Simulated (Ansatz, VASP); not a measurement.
Ge4N in VASP and in Ansatz

```
CELL_PARAMETERS angstrom
5.36054 0.00000 0.00000
-2.68027 4.64237 0.00000
0.00000 0.00000 4.09263
ATOMIC_POSITIONS crystal
Ge 0.50000 0.00000 0.50000
Ge 0.00000 0.50000 0.50000
Ge 0.50000 0.50000 0.50000
Ge 0.00000 0.00000 0.00000
N 0.00000 0.00000 0.50000
```

Alike in both runs: functional PBE; k mesh 6 × 6 × 4; occupations gaussian, width 0.1 eV; no spin polarisation.

Ansatz relaxed the structure, and its values are those at the end. VASP's run is a single point on that final structure, the one shown.

```csv
,VASP,Ansatz
version,VASP 6.6.1,Ansatz 0.2.0
potentials or method,"VASP PAW PBE potentials, release 64 (Ge_d, N), cutoff 520 eV","scalar-relativistic, plane waves, PAW"
valence electrons in the cell,61,61
```

|  | VASP | Ansatz | Ansatz less VASP |
| --- | --- | --- | --- |
| gap on the k mesh at the Fermi level (eV) | none | none | - |
| pressure (GPa) | 0.0 | 0.0 | -0.02 |

A gap of «none» marks a metal or a gap that the smearing closes.

The k mesh is coarse, so the values compare programs but aren't converged.
